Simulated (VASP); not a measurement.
# K (Fd-3m) in VASP: single point with PBE

Aim: the single point of K with PBE.

Program: VASP 6.6.1. These are calculated values, not measurements. Logs are shortened: lines on timing, memory, paths and dates and some standing lists are left out, and cuts for length are marked.

## 1. The cell of the first run

Symmetry: Fd-3m, No. 227, cubic system. Conventional cell: a = 7.656 Å, b = 7.656 Å, c = 7.656 Å, α = 90.00°, β = 90.00°, γ = 90.00°. K (site symmetry -43m) has 4 K at 3.31 Å within 4.4 Å.

This isn't the form of K at room conditions, which is bcc.

## 2. Single point, PBE

Contents of INCAR:

```
PREC = Accurate ; ENCUT = 520
EDIFF = 1E-6 ; ISMEAR = -1
SIGMA = 0.05 ; LREAL = F
LASPH = T ; NELM = 100
ALGO = Normal ; ISIF = 2
LWAVE = F ; LCHARG = F
GGA = PE ; NBANDS = 16
```

Contents of KPOINTS:

```
Automatic mesh
0
Gamma
  8 8 8
```

Contents of POSCAR:

```
K
1.0
    0.0000000000      3.8278316783      3.8278316783
    3.8278316783      0.0000000000      3.8278316783
    3.8278316783      3.8278316783      0.0000000000
K
2
Direct
   -0.1250000000     -0.1250000000     -0.1250000000
    0.1250000000      0.1250000000      0.1250000000
```

Potentials or basis: VASP PAW PBE potentials, release 64 (K_sv).

Launch:

```
> cat potpaw_PBE.64/K_sv/POTCAR > POTCAR
> mpirun -np 1 vasp_std > vasp.out
```

OUTCAR:

```text
PREC = Accurate
   ENCUT = 520
   EDIFF = 1E-6
   ISMEAR = -1
   LREAL = F
   LASPH = T
   NELM = 100
   ISIF = 2
   GGA = PE

 ion  position               nearest neighbor table
   1  0.875  0.875  0.875-   2 3.31   2 3.31   2 3.31   2 3.31
   2  0.125  0.125  0.125-   1 3.31   1 3.31   1 3.31   1 3.31

  LATTYP: Found a face centered cubic cell.
 ALAT       =     7.6556633566

  Lattice vectors:

 A1 = (   0.0000000000,   3.8278316783,   3.8278316783)
 A2 = (   3.8278316783,   0.0000000000,   3.8278316783)
 A3 = (   3.8278316783,   3.8278316783,   0.0000000000)

Analysis of symmetry for initial positions (statically):
=====================================================================
 Subroutine PRICEL returns:
 Original cell was already a primitive cell.

 Routine SETGRP: Setting up the symmetry group for a
 face centered cubic supercell.

 Subroutine GETGRP returns: Found 48 space group operations
 (whereof 12 operations were pure point group operations)
 out of a pool of 48 trial point group operations.

The static configuration has the point symmetry D_3d.
 The point group associated with its full space group is O_h .

Analysis of symmetry for dynamics (positions and initial velocities):
=====================================================================
 Subroutine PRICEL returns:
 Original cell was already a primitive cell.

 Routine SETGRP: Setting up the symmetry group for a
 face centered cubic supercell.

 Subroutine GETGRP returns: Found 48 space group operations
 (whereof 12 operations were pure point group operations)
 out of a pool of 48 trial point group operations.

The dynamic configuration has the point symmetry D_3d.
 The point group associated with its full space group is O_h .

 Subroutine INISYM returns: Found 48 space group operations
 (whereof 12 operations are pure point group operations),
 and found     1 'primitive' translations

----------------------------------------------------------------------------------------

                                     Primitive cell

  volume of cell :     112.1730

  direct lattice vectors                    reciprocal lattice vectors
     0.000000000  3.827831678  3.827831678    -0.130622254  0.130622254  0.130622254
     3.827831678  0.000000000  3.827831678     0.130622254 -0.130622254  0.130622254
     3.827831678  3.827831678  0.000000000     0.130622254  0.130622254 -0.130622254

  length of vectors
     5.413371474  5.413371474  5.413371474     0.226244380  0.226244380  0.226244380

  position of ions in fractional coordinates (direct lattice)
     0.875000000  0.875000000  0.875000000
     0.125000000  0.125000000  0.125000000

  ion indices of the primitive-cell ions
   primitive index   ion index
                 1           1
                 2           2

----------------------------------------------------------------------------------------

 KPOINTS: Automatic mesh

Automatic generation of k-mesh.
 Grid dimensions read from file:
 generate k-points for:    8    8    8

 Generating k-lattice:

  Cartesian coordinates                     Fractional coordinates (reciprocal lattice)
    -0.016327782  0.016327782  0.016327782     0.125000000  0.000000000  0.000000000
     0.016327782 -0.016327782  0.016327782     0.000000000  0.125000000  0.000000000
     0.016327782  0.016327782 -0.016327782     0.000000000  0.000000000  0.125000000

  Length of vectors
     0.028280547  0.028280547  0.028280547

  Shift w.r.t. Gamma in fractional coordinates (k-lattice)
     0.000000000  0.000000000  0.000000000

 Subroutine IBZKPT returns following result:
 ===========================================

 Found     29 irreducible k-points:

 Following reciprocal coordinates:
            Coordinates               Weight
  0.000000  0.000000  0.000000      1.000000
  0.125000  0.000000  0.000000      8.000000
  0.250000  0.000000  0.000000      8.000000
  0.375000  0.000000  0.000000      8.000000
  0.500000  0.000000  0.000000      4.000000
  0.125000  0.125000  0.000000      6.000000
[... 16 lines left out ...]
  0.500000  0.250000  0.125000     48.000000
 -0.375000  0.250000  0.125000     24.000000
 [... further k-points ...]
   k-points           NKPTS =     29   k-points in BZ     NKDIM =     29   number of bands    NBANDS=     16
   number of dos      NEDOS =    301   number of ions     NIONS =      2
   total plane-waves  NPLWV =  64000
   dimension x,y,z NGX =    40 NGY =   40 NGZ =   40
   dimension x,y,z NGXF=    80 NGYF=   80 NGZF=   80
   ions per type =               2
   NGX,Y,Z   is equivalent  to a cutoff of  12.28, 12.28, 12.28 a.u.
   NGXF,Y,Z  is equivalent  to a cutoff of  24.57, 24.57, 24.57 a.u.
 SYSTEM =  unknown system
   PREC   = accura    normal or accurate (medium, high low for compatibility)
   ISTART =      0    job   : 0-new  1-cont  2-samecut
   ICHARG =      2    charge: 1-file 2-atom 10-const
   ISPIN  =      1    spin polarized calculation?
   LNONCOLLINEAR =      F non collinear calculations
   LSORBIT =      F    spin-orbit coupling
   LASPH  =      T    aspherical Exc in radial PAW
   ENCUT  =  520.0 eV  38.22 Ry    6.18 a.u.  10.07 10.07 10.07*2*pi/ulx,y,z
   NELM   =    100;   NELMIN=  2; NELMDL= -5     # of ELM steps
   EDIFF  = 0.1E-05   stopping-criterion for ELM
   LREAL  =      F    real-space projection
   EDIFFG = 0.1E-04   stopping-criterion for IOM
   NSW    =      0    number of steps for IOM
   IBRION =     -1    ionic relax: 0-MD 1-quasi-New 2-CG
   NFREE  =      0    steps in history (QN), initial steepest desc. (CG)
   ISIF   =      2    stress and relaxation
   ISYM   =      2    0-nonsym 1-usesym 2-fastsym
   POTIM  = 0.5000    time-step for ionic-motion
   TEBEG  =    0.0;   TEEND  =   0.0 temperature during run
   PSTRESS=    0.0 pullay stress
   NELECT =      18.0000    total number of electrons
   NUPDOWN=      -1.0000    fix difference up-down
   EMIN   =  10.00;   EMAX   =-10.00  energy-range for DOS
   EFERMI =   0.00;   METHOD = LEGACY
   ISMEAR =    -1;   SIGMA  =   0.05  broadening in eV -4-tet -1-fermi 0-gaus
   EFERMI_NEDOS =   21; number of points for ismear=-14 and -15
   IALGO  =     38    algorithm
   IMIX   =      4    mixing-type and parameters
     AMIX     =   0.40;   BMIX     =  1.00
     AMIX_MAG =   1.60;   BMIX_MAG =  1.00
  volume/ion in A,a.u.               =      56.09       378.49
  Fermi-wavevector in a.u.,A,eV,Ry     =   0.889617  1.681131 10.767889  0.791418
  Thomas-Fermi vector in A             =   2.011200
   LORBIT       =      0    0 simple, 1 ext, 2 COOP (PROOUT), +10 PAW based schemes
   GGA     = PE    functional components
   LHFCALC =     F    Hartree Fock is set to
   AEXX    =    0.0000 exact exchange contribution
   IVDW    =     0    specifies the selected vdW correction
   LEPSILON=     F    determine dielectric tensor
   LRPA    =     F    only Hartree local field effects (RPA)
 non-spin polarized calculation
  energy-cutoff  :      520.00
  volume of cell :      112.17
 maximum number of plane-waves:      3042
   NGX = 21   NGY = 21   NGZ = 21

 number of electron      18.0000001 magnetization

 Free energy of the ion-electron system (eV)
  ---------------------------------------------------
  ext. energy  EPLUGINS =         0.00000000
  ---------------------------------------------------
  free energy    TOTEN  =        -0.97807614 eV

  energy without entropy =       -0.96596718  energy(sigma->0) =       -0.97202166

 E-fermi :   0.6322     XC(G=0):  -6.3364

 val. band max:        0.6159045997   @ k =   0.5000   0.1250   0.0000
 cond. band min:       0.6969686374   @ k =   0.5000   0.5000   0.0000
 fundamental gap:      0.0810640377
 Fermi energy:         0.6322338744

 k-point     1 :       0.0000    0.0000    0.0000
  band No.  band energies     occupation
      1     -32.2742      2.00000
      2     -32.1020      2.00000
      3     -15.8696      2.00000
      4     -15.8696      2.00000
      5     -15.8696      2.00000
      6     -15.5077      2.00000
[... 8 lines left out ...]
     15       4.1014      0.00000
     16       4.1014      0.00000

 k-point     2 :       0.1250    0.0000    0.0000
  band No.  band energies     occupation
      1     -32.2694      2.00000
      2     -32.1069      2.00000
      3     -15.8774      2.00000
      4     -15.8774      2.00000
      5     -15.8716      2.00000
      6     -15.5085      2.00000
[... 8 lines left out ...]
     15       3.8559      0.00000
     16       4.1243      0.00000

 k-point     3 :       0.2500    0.0000    0.0000
  band No.  band energies     occupation
      1     -32.2563      2.00000
      2     -32.1202      2.00000
      3     -15.8950      2.00000
      4     -15.8950      2.00000
      5     -15.8769      2.00000
      6     -15.5095      2.00000
[... 8 lines left out ...]
     15       4.0748      0.00000
     16       4.2394      0.00000

 k-point     4 :       0.3750    0.0000    0.0000
  band No.  band energies     occupation
      1     -32.2400      2.00000
      2     -32.1367      2.00000
      3     -15.9111      2.00000
      4     -15.9111      2.00000
      5     -15.8833      2.00000
      6     -15.5094      2.00000
[... 8 lines left out ...]
     15       4.1189      0.00000
     16       4.6109      0.00000

 k-point     5 :       0.5000    0.0000    0.0000
  band No.  band energies     occupation
      1     -32.2314      2.00000
      2     -32.1453      2.00000
      3     -15.9174      2.00000
      4     -15.9174      2.00000
      5     -15.8862      2.00000
      6     -15.5090      2.00000
[... 8 lines left out ...]
     15       4.1174      0.00000
     16       4.8240      0.00000

 k-point     6 :       0.1250    0.1250    0.0000
  band No.  band energies     occupation
      1     -32.2677      2.00000
      2     -32.1086      2.00000
      3     -15.8867      2.00000
      4     -15.8867      2.00000
      5     -15.8570      2.00000
      6     -15.5237      2.00000
[... 8 lines left out ...]
     15       3.7463      0.00000
     16       4.1449      0.00000

 k-point     7 :       0.2500    0.1250    0.0000
  band No.  band energies     occupation
      1     -32.2571      2.00000
      2     -32.1193      2.00000
      3     -15.9061      2.00000
      4     -15.9048      2.00000
      5     -15.8482      2.00000
      6     -15.5362      2.00000
[... 8 lines left out ...]
     15       3.9615      0.00000
     16       4.1943      0.00000

 k-point     8 :       0.3750    0.1250    0.0000
  band No.  band energies     occupation
      1     -32.2410      2.00000
      2     -32.1356      2.00000
      3     -15.9290      2.00000
      4     -15.9202      2.00000
      5     -15.8443      2.00000
      6     -15.5435      2.00000
[... 8 lines left out ...]
     15       4.1501      0.00000
     16       4.4700      0.00000

 k-point     9 :       0.5000    0.1250    0.0000
  band No.  band energies     occupation
      1     -32.2281      2.00000
      2     -32.1486      2.00000
      3     -15.9448      2.00000
      4     -15.9253      2.00000
      5     -15.8443      2.00000
      6     -15.5454      2.00000
[... 8 lines left out ...]
     15       4.1625      0.00000
     16       4.7774      0.00000
[... 172 lines left out ...]
 k-point    19 :       0.5000    0.3750    0.0000
  band No.  band energies     occupation
      1     -32.2049      2.00000
      2     -32.1719      2.00000
      3     -15.9679      2.00000
      4     -15.9598      2.00000
      5     -15.7367      2.00000
      6     -15.6594      2.00000
[... 8 lines left out ...]
     15       4.3423      0.00000
     16       4.4463      0.00000

 k-point    20 :      -0.3750    0.3750    0.0000
  band No.  band energies     occupation
      1     -32.2010      2.00000
      2     -32.1758      2.00000
      3     -15.9777      2.00000
      4     -15.9521      2.00000
      5     -15.7445      2.00000
      6     -15.6480      2.00000
[... 8 lines left out ...]
     15       4.3419      0.00000
     16       4.7221      0.00000

 k-point    21 :       0.5000    0.5000    0.0000
  band No.  band energies     occupation
      1     -32.1884      2.00000
      2     -32.1884      2.00000
      3     -15.9665      2.00000
      4     -15.9665      2.00000
      5     -15.6995      2.00000
      6     -15.6995      2.00000
[... 8 lines left out ...]
     15       4.4130      0.00000
     16       4.4130      0.00000

 k-point    22 :       0.3750    0.2500    0.1250
  band No.  band energies     occupation
      1     -32.2445      2.00000
      2     -32.1321      2.00000
      3     -15.9355      2.00000
      4     -15.9159      2.00000
      5     -15.8288      2.00000
      6     -15.5586      2.00000
[... 8 lines left out ...]
     15       4.1947      0.00000
     16       4.2478      0.00000

 k-point    23 :       0.5000    0.2500    0.1250
  band No.  band energies     occupation
      1     -32.2281      2.00000
      2     -32.1486      2.00000
      3     -15.9576      2.00000
      4     -15.9299      2.00000
      5     -15.8104      2.00000
      6     -15.5785      2.00000
[... 8 lines left out ...]
     15       4.2350      0.00000
     16       4.4496      0.00000

 k-point    24 :      -0.3750    0.2500    0.1250
  band No.  band energies     occupation
      1     -32.2188      2.00000
      2     -32.1580      2.00000
      3     -15.9656      2.00000
      4     -15.9364      2.00000
      5     -15.8022      2.00000
      6     -15.5871      2.00000
[... 8 lines left out ...]
     15       4.2605      0.00000
     16       4.6282      0.00000

 [... further k-points ...]
[... 5 lines left out ...]
  --------------------------------------------------------------------------------------
  -------------------------------------------------------------------------------------
  Total        1.7491141      1.7491141      1.7491141      0.0000000     -0.0000000     -0.0000000
  in kB       24.9827500     24.9827500     24.9827500      0.0000000     -0.0000000     -0.0000000
  external PRESSURE =      24.9827500 kB  Pullay stress =       0.0000000 kB

 VOLUME and BASIS-vectors are now :
 -----------------------------------------------------------------------------
  energy-cutoff  :      520.00
  volume of cell :      112.17
      direct lattice vectors                 reciprocal lattice vectors
     0.000000000  3.827831678  3.827831678    -0.130622254  0.130622254  0.130622254
     3.827831678  0.000000000  3.827831678     0.130622254 -0.130622254  0.130622254
     3.827831678  3.827831678  0.000000000     0.130622254  0.130622254 -0.130622254

 POSITION                                       TOTAL-FORCE (eV/Angst)
 -----------------------------------------------------------------------------------
      6.69871      6.69871      6.69871        -0.000000     -0.000000     -0.000000
      0.95696      0.95696      0.95696         0.000000      0.000000      0.000000
 -----------------------------------------------------------------------------------
    total drift:                                0.000000      0.000000     -0.000000

  FREE ENERGIE OF THE ION-ELECTRON SYSTEM (eV)
  ---------------------------------------------------
  free  energy   TOTEN  =        -0.9780761363 eV

  energy  without entropy=       -0.9659671842  energy(sigma->0) =       -0.97202166
```

It took 41 s on 1 thread of Intel Xeon Platinum 8259CL at 2.50GHz (Skylake/Cascade Lake), shared host; peak memory 0.24 GiB.

What came out:

```yaml
Free_energy: -0.9781 eV
Pressure: 2.5 GPa
Band_gap_on_the_k_mesh: zero (bands 9 and 10 overlap by 0.68 eV)
```

Levels at points of the mesh, in eV from the Fermi level:
```csv
k point,band 7,band 8,band 9,band 10,band 11,band 12
"(0.00, 0.00, 0.00)",-16.14,-16.14,-2.49,2.66,2.66,2.86
"(0.50, 0.00, 0.00)",-16.09,-16.09,-0.48,-0.35,2.07,2.07
"(0.50, 0.50, 0.00)",-16.04,-16.04,0.06,0.06,1.72,1.72
```

The gap in the log of VASP goes by the Fermi energy; the results here count the filled bands.